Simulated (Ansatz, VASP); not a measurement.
**C in VASP and in Ansatz**

File INCAR:

```
SYSTEM = C
PREC = Accurate
ENCUT = 910
EDIFF = 1E-7
ISMEAR = -1
SIGMA = 0.1
LREAL = .False.
LASPH = .True.
NELM = 120
ALGO = Normal
ISIF = 3
LWAVE = .False.
LCHARG = .False.
GGA = PE
IBRION = 2
NSW = 60
EDIFFG = -0.005
GGA_COMPAT = .False.
NELMIN = 4
```

The input KPOINTS:

```
regular mesh
0
Gamma
  24 24 22
  0 0 0
```

Contents of POSCAR:

```
C
1.0
    2.0250204042      0.0000000000      0.0000000000
   -1.0125102021      1.7537191132      0.0000000000
    0.0000000000      0.0000000000      1.9035191800
C
1
Direct
    0.0000000000      0.0000000000      0.0000000000
```

Input for Ansatz:

```yaml
crystal:
  lattice:
    - [2.0250204042, 0.0, 0.0]
    - [-1.0125102021, 1.7537191132, 0.0]
    - [0.0, 0.0, 1.90351918]
  atoms:
    - { symbol: C, position: [0.0, 0.0, 0.0] }
kpoints:
  mp_grid: { grid: [24, 24, 22] }
scf:
  occupations: { method: fermi_dirac, width: 0.1 }
hamiltonian:
  xc: pbe
  pseudopotentials: { kind: paw }
output:
  forces: true
  stress: true
  write_density: true
  write_potential: true
  elf: true
  volumetric_format: npy
relax:
  f_tol: 0.005
  max_steps: 40
  cell: {}
```

Alike in both runs: task relaxation of cell and atoms; functional PBE; k mesh 24 × 24 × 22; occupations fermi-dirac, width 0.1 eV; no spin polarisation.

```csv
,VASP,Ansatz
version,VASP 6.6.1,Ansatz 0.2.0
potentials or method,"VASP PAW PBE potentials, release 64 (C_h)","PAW with Ansatz's default frozen-core files, scalar-relativistic"
plane-wave cutoff (eV),910,420
valence electrons in the cell,4,4
```

|  | VASP | Ansatz | Ansatz less VASP |
| --- | --- | --- | --- |
| relaxed volume (Å³/atom) | 5.57 | 5.66 | +0.088 |
| relaxed cell length with the largest relative difference (Å) | 2.010 | 2.041 | +0.0312 |

Noted on VASP's run: the cutoff is short for stress, so the pressure is rough; the volume moved by over 15 % at a fixed basis, so the end points are rough.
